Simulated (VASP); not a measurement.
# Ru (P2_1/m) in VASP: single point with PBE

Aim: the single point of Ru with PBE.

Everything below comes from runs of VASP 6.6.1. Logs are shortened: lines on timing, memory, paths and dates and some standing lists are left out, and cuts for length are marked.

**1. The cell of the first run**

Symmetry: P2_1/m, No. 11, monoclinic system. Conventional cell: a = 2.706 Å, b = 4.282 Å, c = 2.706 Å, α = 90.00°, β = 120.00°, γ = 90.00°. Ru (site symmetry m) has 12 Ru at 2.45 to 2.91 Å within 3.2 Å.

**2. Single point, PBE (atom 1 (Ru) moved by (-0.450, +0.000) A along x and y)**

INCAR reads:

```
  ALGO = Fast
  EDIFF = 1E-6
  ENCUT = 520
  GGA = PE
  ISIF = 2
  ISMEAR = 0
  LASPH = True
  LCHARG = False
  LREAL = False
  LWAVE = False
  NBANDS = 21
  NELM = 60
  PREC = Accurate
  SIGMA = 0.15
```

KPOINTS reads:

```
k-points
0
Gamma
  24 24 12
```

POSCAR reads:

```
Ru
1.0
    2.7057993342      0.0000000000      0.0000000000
   -1.3528996671      2.3432909610      0.0000000000
    0.0000000000      0.0000000000      4.2819000000
Ru
2
Direct
    0.1670238830      0.6666666667      0.2500000000
    0.6666666667      0.3333333333      0.7500000000
```

Potentials or basis: VASP PAW PBE potentials, release 64 (Ru_pv).

The run is started by

```sh
> cat potpaw_PBE.64/Ru_pv/POTCAR > POTCAR
> mpirun -np 1 vasp_std > vasp.out
```

OUTCAR:

```text
EDIFF = 1E-6
   ENCUT = 520
   GGA = PE
   ISIF = 2
   ISMEAR = 0
   LASPH = True
   LREAL = False
   NELM = 60
   PREC = Accurate

 ion  position               nearest neighbor table
   1  0.167  0.667  0.250-   2 2.45   2 2.45   2 2.69   2 2.69   2 2.91   2 2.91
   2  0.667  0.333  0.750-   1 2.45   1 2.45   1 2.69   1 2.69   1 2.91   1 2.91

  LATTYP: Found a hexagonal cell.
 ALAT       =     2.7057993342
 C/A-ratio  =     1.5824898565

  Lattice vectors:

 A1 = (   2.7057993342,   0.0000000000,   0.0000000000)
 A2 = (  -1.3528996671,   2.3432909610,   0.0000000000)
 A3 = (   0.0000000000,   0.0000000000,   4.2819000000)

Analysis of symmetry for initial positions (statically):
=====================================================================
 Subroutine PRICEL returns:
 Original cell was already a primitive cell.

 Routine SETGRP: Setting up the symmetry group for a
 hexagonal supercell.

 Subroutine GETGRP returns: Found  4 space group operations
 (whereof  1 operations were pure point group operations)
 out of a pool of 24 trial point group operations.

The static configuration has the point symmetry C_1 .
 The point group associated with its full space group is C_2h.

Analysis of symmetry for dynamics (positions and initial velocities):
=====================================================================
 Subroutine PRICEL returns:
 Original cell was already a primitive cell.

 Routine SETGRP: Setting up the symmetry group for a
 hexagonal supercell.

 Subroutine GETGRP returns: Found  4 space group operations
 (whereof  1 operations were pure point group operations)
 out of a pool of 24 trial point group operations.

The dynamic configuration has the point symmetry C_1 .
 The point group associated with its full space group is C_2h.

 Subroutine INISYM returns: Found  4 space group operations
 (whereof  1 operations are pure point group operations),
 and found     1 'primitive' translations

----------------------------------------------------------------------------------------

                                     Primitive cell

  volume of cell :      27.1493

  direct lattice vectors                    reciprocal lattice vectors
     2.705799334  0.000000000  0.000000000     0.369576556  0.213375124  0.000000000
    -1.352899667  2.343290961  0.000000000     0.000000000  0.426750249  0.000000000
     0.000000000  0.000000000  4.281900000     0.000000000  0.000000000  0.233541185

  length of vectors
     2.705799334  2.705799334  4.281900000     0.426750249  0.426750249  0.233541185

  position of ions in fractional coordinates (direct lattice)
     0.167023883  0.666666667  0.250000000
     0.666666667  0.333333333  0.750000000

  ion indices of the primitive-cell ions
   primitive index   ion index
                 1           1
                 2           2

----------------------------------------------------------------------------------------

 KPOINTS: k-points

Automatic generation of k-mesh.
 Grid dimensions read from file:
 generate k-points for:   24   24   12

 Generating k-lattice:

  Cartesian coordinates                     Fractional coordinates (reciprocal lattice)
     0.015399023  0.008890630  0.000000000     0.041666667  0.000000000  0.000000000
     0.000000000  0.017781260  0.000000000     0.000000000  0.041666667  0.000000000
     0.000000000  0.000000000  0.019461765     0.000000000  0.000000000  0.083333333

  Length of vectors
     0.017781260  0.017781260  0.019461765

  Shift w.r.t. Gamma in fractional coordinates (k-lattice)
     0.000000000  0.000000000  0.000000000

 Subroutine IBZKPT returns following result:
 ===========================================

 Found   2030 irreducible k-points:

 Following reciprocal coordinates:
            Coordinates               Weight
  0.000000  0.000000  0.000000      1.000000
  0.041667  0.000000  0.000000      2.000000
  0.000000  0.041667  0.000000      2.000000
 -0.041667  0.041667  0.000000      2.000000
  0.083333  0.000000  0.000000      2.000000
  0.000000  0.083333  0.000000      2.000000
[... 16 lines left out ...]
  0.333333  0.000000  0.000000      2.000000
  0.000000  0.333333  0.000000      2.000000
 [... further k-points ...]
   k-points           NKPTS =   2030   k-points in BZ     NKDIM =   2030   number of bands    NBANDS=     21
   number of dos      NEDOS =    301   number of ions     NIONS =      2
   total plane-waves  NPLWV =  12800
   dimension x,y,z NGX =    20 NGY =   20 NGZ =   32
   dimension x,y,z NGXF=    40 NGYF=   40 NGZF=   64
   ions per type =               2
   NGX,Y,Z   is equivalent  to a cutoff of  12.29, 12.29, 12.42 a.u.
   NGXF,Y,Z  is equivalent  to a cutoff of  24.58, 24.58, 24.85 a.u.
 SYSTEM =  unknown system
   PREC   = accura    normal or accurate (medium, high low for compatibility)
   ISTART =      0    job   : 0-new  1-cont  2-samecut
   ICHARG =      2    charge: 1-file 2-atom 10-const
   ISPIN  =      1    spin polarized calculation?
   LNONCOLLINEAR =      F non collinear calculations
   LSORBIT =      F    spin-orbit coupling
   LASPH  =      T    aspherical Exc in radial PAW
   ENCUT  =  520.0 eV  38.22 Ry    6.18 a.u.   5.03  5.03  7.96*2*pi/ulx,y,z
   NELM   =     60;   NELMIN=  2; NELMDL= -5     # of ELM steps
   EDIFF  = 0.1E-05   stopping-criterion for ELM
   LREAL  =      F    real-space projection
   EDIFFG = 0.1E-04   stopping-criterion for IOM
   NSW    =      0    number of steps for IOM
   IBRION =     -1    ionic relax: 0-MD 1-quasi-New 2-CG
   NFREE  =      0    steps in history (QN), initial steepest desc. (CG)
   ISIF   =      2    stress and relaxation
   ISYM   =      2    0-nonsym 1-usesym 2-fastsym
   POTIM  = 0.5000    time-step for ionic-motion
   TEBEG  =    0.0;   TEEND  =   0.0 temperature during run
   PSTRESS=    0.0 pullay stress
   NELECT =      28.0000    total number of electrons
   NUPDOWN=      -1.0000    fix difference up-down
   EMIN   =  10.00;   EMAX   =-10.00  energy-range for DOS
   EFERMI =   0.00;   METHOD = LEGACY
   ISMEAR =     0;   SIGMA  =   0.15  broadening in eV -4-tet -1-fermi 0-gaus
   EFERMI_NEDOS =   21; number of points for ismear=-14 and -15
   IALGO  =     68    algorithm
   IMIX   =      4    mixing-type and parameters
     AMIX     =   0.40;   BMIX     =  1.00
     AMIX_MAG =   1.60;   BMIX_MAG =  1.00
  volume/ion in A,a.u.               =      13.57        91.61
  Fermi-wavevector in a.u.,A,eV,Ry     =   1.654022  3.125649 37.222686  2.735790
  Thomas-Fermi vector in A             =   2.742361
   LORBIT       =      0    0 simple, 1 ext, 2 COOP (PROOUT), +10 PAW based schemes
   GGA     = PE    functional components
   LHFCALC =     F    Hartree Fock is set to
   AEXX    =    0.0000 exact exchange contribution
   IVDW    =     0    specifies the selected vdW correction
   LEPSILON=     F    determine dielectric tensor
   LRPA    =     F    only Hartree local field effects (RPA)
 non-spin polarized calculation
 RMM-DIIS sequential band-by-band and
 Gauss-broadening in eV      SIGMA  =   0.15
  energy-cutoff  :      520.00
  volume of cell :       27.15
 maximum number of plane-waves:       756
   NGX =  9   NGY =  9   NGZ = 15

 number of electron      28.0000005 magnetization

 Free energy of the ion-electron system (eV)
  ---------------------------------------------------
  ext. energy  EPLUGINS =         0.00000000
  ---------------------------------------------------
  free energy    TOTEN  =       -17.81366761 eV

  energy without entropy =      -17.78649315  energy(sigma->0) =      -17.80008038

 E-fermi :  12.9698     XC(G=0): -14.0987

 val. band max:       12.9693991360   @ k =  -0.0833   0.0833   0.5000
 cond. band min:      12.9697964676   @ k =   0.0833   0.3750  -0.4167
 fundamental gap:      0.0003973316
 Fermi energy:        12.9697780302

 k-point     1 :       0.0000    0.0000    0.0000
  band No.  band energies     occupation
      1     -30.9113      2.00000
      2     -29.8917      2.00000
      3     -29.6980      2.00000
      4     -29.6537      2.00000
      5     -29.5926      2.00000
      6     -29.5332      2.00000
[... 13 lines left out ...]
     20      23.3999      0.00000
     21      23.4875      0.00000

 k-point     2 :       0.0417    0.0000    0.0000
  band No.  band energies     occupation
      1     -30.9047      2.00000
      2     -29.9029      2.00000
      3     -29.7057      2.00000
      4     -29.6558      2.00000
      5     -29.6041      2.00000
      6     -29.5368      2.00000
[... 13 lines left out ...]
     20      23.3999      0.00000
     21      23.4768      0.00000

 k-point     3 :       0.0000    0.0417    0.0000
  band No.  band energies     occupation
      1     -30.9055      2.00000
      2     -29.8994      2.00000
      3     -29.7039      2.00000
      4     -29.6631      2.00000
      5     -29.6019      2.00000
      6     -29.5359      2.00000
[... 13 lines left out ...]
     20      23.3998      0.00000
     21      23.4779      0.00000

 k-point     4 :      -0.0417    0.0417    0.0000
  band No.  band energies     occupation
      1     -30.9075      2.00000
      2     -29.8955      2.00000
      3     -29.7151      2.00000
      4     -29.6622      2.00000
      5     -29.5953      2.00000
      6     -29.5337      2.00000
[... 13 lines left out ...]
     20      23.3998      0.00000
     21      23.4799      0.00000

 k-point     5 :       0.0833    0.0000    0.0000
  band No.  band energies     occupation
      1     -30.8852      2.00000
      2     -29.9357      2.00000
      3     -29.7274      2.00000
      4     -29.6707      2.00000
      5     -29.6295      2.00000
      6     -29.5475      2.00000
[... 13 lines left out ...]
     20      23.3998      0.00000
     21      23.4527      0.00000
[... 382 lines left out ...]
     20      23.4013      0.00000
     21      25.8088      0.00000

 k-point    22 :      -0.2917    0.2917    0.0000
  band No.  band energies     occupation
      1     -30.7649      2.00000
      2     -30.2543      2.00000
      3     -30.0750      2.00000
      4     -29.9736      2.00000
      5     -29.6922      2.00000
      6     -29.5531      2.00000
[... 13 lines left out ...]
     20      23.4033      0.00000
     21      25.8320      0.00000

 k-point    23 :       0.3333    0.0000    0.0000
  band No.  band energies     occupation
      1     -30.5611      2.00000
      2     -30.3812      2.00000
      3     -30.2307      2.00000
      4     -29.9030      2.00000
      5     -29.7501      2.00000
      6     -29.7121      2.00000
[... 13 lines left out ...]
     20      23.4005      0.00000
     21      24.3064      0.00000

 k-point    24 :       0.0000    0.3333    0.0000
  band No.  band energies     occupation
      1     -30.6160      2.00000
      2     -30.3479      2.00000
      3     -30.2022      2.00000
      4     -29.8990      2.00000
      5     -29.7736      2.00000
      6     -29.6908      2.00000
[... 13 lines left out ...]
     20      23.4008      0.00000
     21      24.5215      0.00000

 [... further k-points ...]
[... 5 lines left out ...]
  --------------------------------------------------------------------------------------
  -------------------------------------------------------------------------------------
  Total        1.2435519      1.4090423      4.1993682      1.4039673      0.0000000      0.0000000
  in kB       73.3865027     83.1526861    247.8199187     82.8531961      0.0000000      0.0000000
  external PRESSURE =     134.7863692 kB  Pullay stress =       0.0000000 kB

 VOLUME and BASIS-vectors are now :
 -----------------------------------------------------------------------------
  energy-cutoff  :      520.00
  volume of cell :       27.15
      direct lattice vectors                 reciprocal lattice vectors
     2.705799334  0.000000000  0.000000000     0.369576556  0.213375124  0.000000000
    -1.352899667  2.343290961  0.000000000     0.000000000  0.426750249  0.000000000
     0.000000000  0.000000000  4.281900000     0.000000000  0.000000000  0.233541185

 POSITION                                       TOTAL-FORCE (eV/Angst)
 -----------------------------------------------------------------------------------
     -0.45000      1.56219      1.07048         2.523763     -0.280307      0.000000
      1.35290      0.78110      3.21143        -2.523763      0.280307      0.000000
 -----------------------------------------------------------------------------------
    total drift:                               -0.000006     -0.000013      0.000000

  FREE ENERGIE OF THE ION-ELECTRON SYSTEM (eV)
  ---------------------------------------------------
  free  energy   TOTEN  =       -17.8136676055 eV

  energy  without entropy=      -17.7864931545  energy(sigma->0) =      -17.80008038
```

Wall time 15 min (1 thread of Intel Xeon 8259CL, shared host); peak memory 0.91 GiB.

Results:

- Free energy: -17.8137 eV
- Pressure: 13.5 GPa
- Largest force: 2.539 eV/Å
- Band gap on the k mesh: zero (bands 14 and 15 overlap by 2.97 eV)

Forces on the atoms (eV/Å):
```
Ru   2.524 -0.280  0.000
Ru  -2.524  0.280  0.000
```

Levels at points of the mesh, in eV from the Fermi level:
```csv
k point,band 10,band 11,band 12,band 13,band 14,band 15,band 16,band 17,band 18,band 19
"(0.00, 0.00, 0.00)",-2.81,-2.32,-2.14,-2.03,-1.39,-0.49,0.11,1.20,2.00,10.36
"(0.50, 0.00, 0.00)",-3.81,-2.88,-2.70,-1.80,1.22,1.24,1.92,4.77,5.08,12.66
"(0.00, 0.50, 0.00)",-2.55,-2.55,-1.97,-1.88,0.29,1.49,1.65,3.96,5.99,10.43
"(0.50, 0.50, 0.00)",-3.30,-1.75,-0.84,-0.48,1.39,1.70,1.76,2.88,6.99,9.39
"(0.00, 0.00, 0.50)",-3.06,-2.83,-2.83,-2.38,-2.38,0.05,0.05,0.49,0.49,10.43
"(0.50, 0.00, 0.50)",-4.90,-0.84,-0.84,1.54,1.54,1.86,1.86,2.20,2.20,10.43
"(0.00, 0.50, 0.50)",-5.15,-0.73,-0.73,0.91,0.91,1.60,1.60,3.45,3.45,10.36
"(0.50, 0.50, 0.50)",-4.79,-1.66,-1.66,-0.18,-0.18,1.63,1.63,4.73,4.73,9.03
```

Caveat: the cell differs from its parent crystal (atom 1 (Ru) moved by (-0.450, +0.000) A along x and y); the cell stands under pressure; forces of over 1 eV/Å act on the atoms, so gaps and moduli don't describe the material at rest.
